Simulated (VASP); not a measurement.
# Li2Se (Fm-3m) in VASP: notebook

Li2Se is run at these levels: PBE; tasks: single point.

All numbers are computed with VASP 6.6.1; they aren't measurements. Logs are shortened: lines on timing, memory, paths and dates and some standing lists are left out, and cuts for length are marked.

### 1 The cell of the first run

The structure is cubic, space group Fm-3m (No. 225). Conventional cell: a = 5.925 Å, b = 5.925 Å, c = 5.925 Å, α = 90.00°, β = 90.00°, γ = 90.00°. Within 3.4 Å of Li (site symmetry -43m) lie 4 Se at 2.57 Å and 6 Li at 2.96 Å. Within 3.4 Å of Se (site symmetry m-3m) lie 8 Li at 2.57 Å.

### 2 Single point, PBE (17.34 Å³/atom)

File INCAR:

```
SYSTEM = Li2Se
PREC = Accurate
ENCUT = 750
EDIFF = 1E-6
ISMEAR = 0
SIGMA = 0.05
LREAL = .False.
LASPH = .True.
NELM = 120
ALGO = Normal
ISIF = 2
LWAVE = .False.
LCHARG = .False.
GGA = PE
NBANDS = 13
GGA_COMPAT = .False.
```

File KPOINTS:

```
regular mesh
0
Gamma
  10 10 10
  0 0 0
```

File POSCAR:

```
Li2Se
1.0
    0.0000000000      2.9626099791      2.9626099791
    2.9626099791      0.0000000000      2.9626099791
    2.9626099791      2.9626099791      0.0000000000
Li Se
2 1
Direct
    0.2500000000      0.2500000000      0.2500000000
    0.7500000000      0.7500000000      0.7500000000
    0.0000000000      0.0000000000      0.0000000000
```

Potentials or basis: VASP PAW PBE potentials, release 64 (Li_sv, Se).

Launch:

```bash
cat potpaw_PBE.64/Li_sv/POTCAR potpaw_PBE.64/Se/POTCAR > POTCAR
mpirun -np 1 vasp_std > vasp.out
```

OUTCAR:

```text
SYSTEM = Li2Se
   PREC = Accurate
   ENCUT = 750
   EDIFF = 1E-6
   ISMEAR = 0
   LREAL = .False.
   LASPH = .True.
   NELM = 120
   ISIF = 2
   GGA = PE

 ion  position               nearest neighbor table
   1  0.250  0.250  0.250-   3 2.57   3 2.57   3 2.57   3 2.57
   2  0.750  0.750  0.750-   3 2.57   3 2.57   3 2.57   3 2.57
   3  0.000  0.000  0.000-   2 2.57   2 2.57   2 2.57   1 2.57   2 2.57   1 2.57   1 2.57   1 2.57

  LATTYP: Found a face centered cubic cell.
 ALAT       =     5.9252199582

  Lattice vectors:

 A1 = (   0.0000000000,   2.9626099791,   2.9626099791)
 A2 = (   2.9626099791,   0.0000000000,   2.9626099791)
 A3 = (   2.9626099791,   2.9626099791,   0.0000000000)

Analysis of symmetry for initial positions (statically):
=====================================================================
 Subroutine PRICEL returns:
 Original cell was already a primitive cell.

 Routine SETGRP: Setting up the symmetry group for a
 face centered cubic supercell.

 Subroutine GETGRP returns: Found 48 space group operations
 (whereof 48 operations were pure point group operations)
 out of a pool of 48 trial point group operations.

The static configuration has the point symmetry O_h .

Analysis of symmetry for dynamics (positions and initial velocities):
=====================================================================
 Subroutine PRICEL returns:
 Original cell was already a primitive cell.

 Routine SETGRP: Setting up the symmetry group for a
 face centered cubic supercell.

 Subroutine GETGRP returns: Found 48 space group operations
 (whereof 48 operations were pure point group operations)
 out of a pool of 48 trial point group operations.

The dynamic configuration has the point symmetry O_h .

 Subroutine INISYM returns: Found 48 space group operations
 (whereof 48 operations are pure point group operations),
 and found     1 'primitive' translations

----------------------------------------------------------------------------------------

                                     Primitive cell

  volume of cell :      52.0060

  direct lattice vectors                    reciprocal lattice vectors
     0.000000000  2.962609979  2.962609979    -0.168770106  0.168770106  0.168770106
     2.962609979  0.000000000  2.962609979     0.168770106 -0.168770106  0.168770106
     2.962609979  2.962609979  0.000000000     0.168770106  0.168770106 -0.168770106

  length of vectors
     4.189763212  4.189763212  4.189763212     0.292318398  0.292318398  0.292318398

  position of ions in fractional coordinates (direct lattice)
     0.250000000  0.250000000  0.250000000
     0.750000000  0.750000000  0.750000000
[... 95 lines left out ...]
   EFERMI_NEDOS =   21; number of points for ismear=-14 and -15
   IALGO  =     38    algorithm
   IMIX   =      4    mixing-type and parameters
     AMIX     =   0.40;   BMIX     =  1.00
     AMIX_MAG =   1.60;   BMIX_MAG =  1.00
  volume/ion in A,a.u.               =      17.34       116.98
  Fermi-wavevector in a.u.,A,eV,Ry     =   1.004116  1.897505 13.718073  1.008250
  Thomas-Fermi vector in A             =   2.136712
   LORBIT       =      0    0 simple, 1 ext, 2 COOP (PROOUT), +10 PAW based schemes
   GGA     = PE    functional components
   LHFCALC =     F    Hartree Fock is set to
   AEXX    =    0.0000 exact exchange contribution
   IVDW    =     0    specifies the selected vdW correction
   LEPSILON=     F    determine dielectric tensor
   LRPA    =     F    only Hartree local field effects (RPA)
 non-spin polarized calculation
 Gauss-broadening in eV      SIGMA  =   0.05
  energy-cutoff  :      750.00
  volume of cell :       52.01
 maximum number of plane-waves:      2452
 NGX is ok and might be reduce to    40
   NGX = 19   NGY = 19   NGZ = 19

 number of electron      11.9999998 magnetization

 Free energy of the ion-electron system (eV)
  ---------------------------------------------------
  ext. energy  EPLUGINS =         0.00000000
  ---------------------------------------------------
  free energy    TOTEN  =       -11.12111804 eV

  energy without entropy =      -11.12111804  energy(sigma->0) =      -11.12111804

 E-fermi :   1.4351     XC(G=0):  -8.4106

 val. band max:        1.2276630789   @ k =   0.0000   0.0000   0.0000
 cond. band min:       4.1685520675   @ k =   0.5000   0.5000   0.0000
 fundamental gap:      2.9408889886
 Fermi energy:         1.4350922987

 k-point     1 :       0.0000    0.0000    0.0000
  band No.  band energies     occupation
      1     -43.4197      2.00000
      2     -43.3916      2.00000
      3     -10.2706      2.00000
      4       1.2277      2.00000
      5       1.2277      2.00000
      6       1.2277      2.00000
      7       4.7827      0.00000
      8       6.8664      0.00000
      9       6.8664      0.00000
     10       6.8664      0.00000
     11      11.9302      0.00000
     12      11.9302      0.00000
     13      12.3063      0.00000
[... 354 lines left out ...]
  band No.  band energies     occupation
      1     -43.4113      2.00000
      2     -43.3990      2.00000
      3      -9.8634      2.00000
      4      -0.9106      2.00000
      5      -0.0799      2.00000
      6      -0.0078      2.00000
      7       4.9881      0.00000
      8       7.5399      0.00000
      9       9.5260      0.00000
     10       9.7395      0.00000
     11      11.4264      0.00000
     12      13.8868      0.00000
     13      14.7468      0.00000

 [... further k-points ...]

------------------------ aborting loop because EDIFF is reached ----------------------------------------

  FORCE on cell =-STRESS in cart. coord.  units (eV):
  Direction    XX          YY          ZZ          XY          YZ          ZX
  --------------------------------------------------------------------------------------
  -------------------------------------------------------------------------------------
  Total        0.4613855      0.4613855      0.4613855     -0.0000000     -0.0000000      0.0000000
  in kB       14.2141548     14.2141548     14.2141548     -0.0000000     -0.0000000      0.0000000
  external PRESSURE =      14.2141548 kB  Pullay stress =       0.0000000 kB

 VOLUME and BASIS-vectors are now :
 -----------------------------------------------------------------------------
  energy-cutoff  :      750.00
  volume of cell :       52.01
      direct lattice vectors                 reciprocal lattice vectors
     0.000000000  2.962609979  2.962609979    -0.168770106  0.168770106  0.168770106
     2.962609979  0.000000000  2.962609979     0.168770106 -0.168770106  0.168770106
     2.962609979  2.962609979  0.000000000     0.168770106  0.168770106 -0.168770106

 POSITION                                       TOTAL-FORCE (eV/Angst)
 -----------------------------------------------------------------------------------
      1.48130      1.48130      1.48130         0.000000      0.000000      0.000000
      4.44391      4.44391      4.44391        -0.000000     -0.000000     -0.000000
      0.00000      0.00000      0.00000         0.000000     -0.000000      0.000000
 -----------------------------------------------------------------------------------
    total drift:                                0.000000     -0.000000      0.000000

  FREE ENERGIE OF THE ION-ELECTRON SYSTEM (eV)
  ---------------------------------------------------
  free  energy   TOTEN  =       -11.1211180352 eV

  energy  without entropy=      -11.1211180352  energy(sigma->0) =      -11.12111804
```

OSZICAR:

```text
N       E                     dE             d eps       ncg     rms          rms(c)
DAV:   1     0.547441964227E+02    0.54744E+02   -0.65847E+03  1222   0.116E+03
DAV:   2    -0.305070330708E+01   -0.57795E+02   -0.54892E+02  1430   0.226E+02
DAV:   3    -0.111168217058E+02   -0.80661E+01   -0.80161E+01  2347   0.501E+01
DAV:   4    -0.112952632652E+02   -0.17844E+00   -0.17838E+00  1526   0.105E+01
DAV:   5    -0.112990094027E+02   -0.37461E-02   -0.37459E-02  1955   0.127E+00    0.278E+00
DAV:   6    -0.111281881378E+02    0.17082E+00   -0.22558E-01  1485   0.186E+00    0.173E+00
DAV:   7    -0.111134496393E+02    0.14738E-01   -0.11296E-01  1686   0.145E+00    0.742E-01
DAV:   8    -0.111209386916E+02   -0.74891E-02   -0.16446E-02  1603   0.725E-01    0.252E-01
DAV:   9    -0.111208453406E+02    0.93351E-04   -0.42522E-04  1682   0.127E-01    0.163E-01
DAV:  10    -0.111211137369E+02   -0.26840E-03   -0.59169E-04  1407   0.119E-01    0.671E-02
DAV:  11    -0.111211139961E+02   -0.25914E-06   -0.34176E-05  1754   0.358E-02    0.145E-02
DAV:  12    -0.111211210543E+02   -0.70582E-05   -0.11483E-05  1477   0.175E-02    0.246E-02
DAV:  13    -0.111211181323E+02    0.29220E-05   -0.18566E-06  1395   0.826E-03    0.279E-03
DAV:  14    -0.111211180352E+02    0.97101E-07   -0.94753E-08   836   0.222E-03
   1 F= -.11121118E+02 E0= -.11121118E+02  d E =-.283788E-11
```

It took 91 s on 1 thread of Intel Xeon Platinum 8175M at 2.50GHz (Skylake/Cascade Lake), shared host; peak memory 0.26 GiB.

What came out:

| Property | Result |
| --- | --- |
| Free energy | -11.1211 eV |
| Pressure | 1.4 GPa |
| Band gap on the k mesh | 2.94 eV (least direct gap 3.56 eV) |

Levels at points of the mesh, in eV from the valence-band top:
```tsv
k point	band 4	band 5	band 6	band 7	band 8	band 9
(0.00, 0.00, 0.00)	0.00	0.00	0.00	3.56	5.64	5.64
(0.50, 0.00, 0.00)	-3.04	-0.56	-0.56	5.27	5.98	5.98
(0.50, 0.50, 0.00)	-2.37	-1.52	-1.52	2.94	6.27	10.58
```

### 3 Single point, PBE (17.70 Å³/atom)

This run uses another cell than the first one, of 17.70 Å³/atom.

File INCAR:

```
  PREC = Accurate
  ENCUT = 750
  EDIFF = 1E-6
  ISMEAR = 0
  SIGMA = 0.05
  LREAL = False
  LASPH = True
  NELM = 120
  ALGO = Normal
  ISIF = 2
  LWAVE = False
  LCHARG = False
  GGA = PE
  NBANDS = 13
  GGA_COMPAT = False
```

File KPOINTS:

```
Automatic mesh
0
Gamma
  10 10 10
```

File POSCAR:

```
Li2Se
1.0
    0.0000000000      2.9830424178      2.9830424178
    2.9830424178      0.0000000000      2.9830424178
    2.9830424178      2.9830424178      0.0000000000
Li Se
2 1
Direct
    0.2500000000      0.2500000000      0.2500000000
    0.7500000000      0.7500000000      0.7500000000
    0.0000000000      0.0000000000      0.0000000000
```

Potentials or basis: VASP PAW PBE potentials, release 64 (Li_sv, Se).

Launch:

```bash
cat potpaw_PBE.64/Li_sv/POTCAR potpaw_PBE.64/Se/POTCAR > POTCAR
mpirun -np 1 vasp_std > vasp.out
```

Run time: 93 s. Hardware: 1 thread of Intel Xeon Platinum 8175M at 2.50GHz (Skylake/Cascade Lake), shared host; peak memory 0.26 GiB.

The run converged. Its results:

```yaml
Free_energy: -11.1286 eV
Pressure: 0.6 GPa
Band_gap_on_the_k_mesh: 2.96 eV (least direct gap 3.47 eV)
```

Levels at points of the mesh, in eV from the valence-band top:
```tsv
k point	band 4	band 5	band 6	band 7	band 8	band 9
(0.00, 0.00, 0.00)	0.00	0.00	0.00	3.47	5.63	5.63
(0.50, 0.00, 0.00)	-2.97	-0.54	-0.54	5.18	5.97	5.97
(0.50, 0.50, 0.00)	-2.32	-1.48	-1.48	2.96	6.22	10.44
```

A k mesh can miss the band edges.

### 4 Single point, PBE

This run uses another cell than the first one, of 18.23 Å³/atom.

File INCAR:

```
SYSTEM = Li2Se
PREC     = Accurate       ! precision mode
ENCUT    = 750            ! plane-wave cutoff, eV
EDIFF    = 1E-6           ! SCF threshold, eV
ISMEAR   = 0              ! smearing method
SIGMA    = 0.05           ! smearing width, eV
LREAL    = .FALSE.        ! projectors in reciprocal space
LASPH    = .TRUE.         ! aspherical terms in the spheres
NELM     = 120            ! most SCF steps
ALGO     = Normal         ! electronic algorithm
ISIF     = 2              ! what is computed and relaxed
LWAVE    = .FALSE.        ! write WAVECAR
LCHARG   = .FALSE.        ! write CHGCAR
GGA      = PE             ! functional
NBANDS   = 13             ! bands
GGA_COMPAT= .FALSE.
```

File KPOINTS:

```
regular mesh
0
G
  10 10 10
  0 0 0
```

File POSCAR:

```
Li2Se
1.0
    0.0000000000      3.0124751563      3.0124751563
    3.0124751563      0.0000000000      3.0124751563
    3.0124751563      3.0124751563      0.0000000000
Li Se
2 1
Direct
    0.2500000000      0.2500000000      0.2500000000
    0.7500000000      0.7500000000      0.7500000000
    0.0000000000      0.0000000000      0.0000000000
```

Launch:

```bash
cat potpaw_PBE.64/Li_sv/POTCAR potpaw_PBE.64/Se/POTCAR > POTCAR
mpirun -np 1 vasp_std > vasp.out
```

Run time: 87 s. Hardware: 1 thread of Intel Xeon Platinum 8175M at 2.50GHz (Skylake/Cascade Lake), shared host; peak memory 0.26 GiB.

Results (log left out):

* Free energy: -11.1306 eV
* Pressure: -0.4 GPa
* Band gap on the k mesh: 2.98 eV (least direct gap 3.34 eV)

Levels at points of the mesh, in eV from the valence-band top:
| k point | band 3 | band 4 | band 5 | band 6 | band 7 | band 8 | band 9 | band 10 |
| --- | --- | --- | --- | --- | --- | --- | --- | --- |
| (0.00, 0.00, 0.00) | -11.36 | 0.00 | 0.00 | 0.00 | 3.34 | 5.61 | 5.61 | 5.61 |
| (0.50, 0.00, 0.00) | -11.01 | -2.87 | -0.52 | -0.52 | 5.06 | 5.95 | 5.95 | 7.90 |
| (0.50, 0.50, 0.00) | -10.90 | -2.25 | -1.42 | -1.42 | 2.98 | 6.14 | 10.24 | 10.24 |

### 5 Single point, PBE (18.15 Å³/atom)

This run uses another cell than the first one, of 18.15 Å³/atom.

File INCAR:

```
PREC = Accurate ; ENCUT = 750
EDIFF = 1E-6 ; ISMEAR = 0
SIGMA = 0.05 ; LREAL = False
LASPH = True ; NELM = 120
ALGO = Normal ; ISIF = 2
LWAVE = False ; LCHARG = False
GGA = PE ; NBANDS = 13
GGA_COMPAT = False
```

File KPOINTS:

```
Automatic mesh
0
Gamma
  10 10 10
```

File POSCAR:

```
Li2Se
1.0
    0.0000000000      3.0084531553      3.0084531553
    3.0084531553      0.0000000000      3.0084531553
    3.0084531553      3.0084531553      0.0000000000
Li Se
2 1
Direct
    0.2500000000      0.2500000000      0.2500000000
    0.7500000000      0.7500000000      0.7500000000
    0.0000000000      0.0000000000      0.0000000000
```

Launch:

```bash
cat potpaw_PBE.64/Li_sv/POTCAR potpaw_PBE.64/Se/POTCAR > POTCAR
mpirun -np 1 vasp_std > vasp.out
```

Wall time 1.8 min (1 thread of Intel Xeon Platinum 8175M at 2.50GHz (Skylake/Cascade Lake), shared host); peak memory 0.26 GiB.

Results (log left out):

* Free energy: -11.1309 eV
* Pressure: -0.2 GPa
* Band gap on the k mesh: 2.98 eV (least direct gap 3.36 eV)

Levels at points of the mesh, in eV from the valence-band top:
```tsv
k point	band 2	band 3	band 4	band 5	band 6	band 7	band 8	band 9	band 10	band 11
(0.00, 0.00, 0.00)	-44.70	-11.37	0.00	0.00	0.00	3.36	5.62	5.62	5.62	10.56
(0.50, 0.00, 0.00)	-44.71	-11.01	-2.88	-0.52	-0.52	5.08	5.96	5.96	7.92	11.45
(0.50, 0.50, 0.00)	-44.71	-10.90	-2.26	-1.42	-1.42	2.98	6.15	10.27	10.27	11.33
```

### 6 The runs side by side

```csv
cell,gap on the mesh (eV),pressure (GPa)
"a = 4.190 Å, angles 60.0°, 3 atoms",2.94,1.4
"a = 4.219 Å, angles 60.0°, 3 atoms",2.96,0.6
"a = 4.260 Å, angles 60.0°, 3 atoms",2.98,-0.4
"a = 4.255 Å, angles 60.0°, 3 atoms",2.98,-0.2
```

Alike in all rows: task single point; level PBE; potentials or basis VASP PAW PBE potentials, release 64 (Li_sv, Se); no spin polarisation; k mesh 10 × 10 × 10; cutoff (eV) 750; smearing gaussian 0.05 eV.

Absolute energies hang on the potentials; compare differences alone.
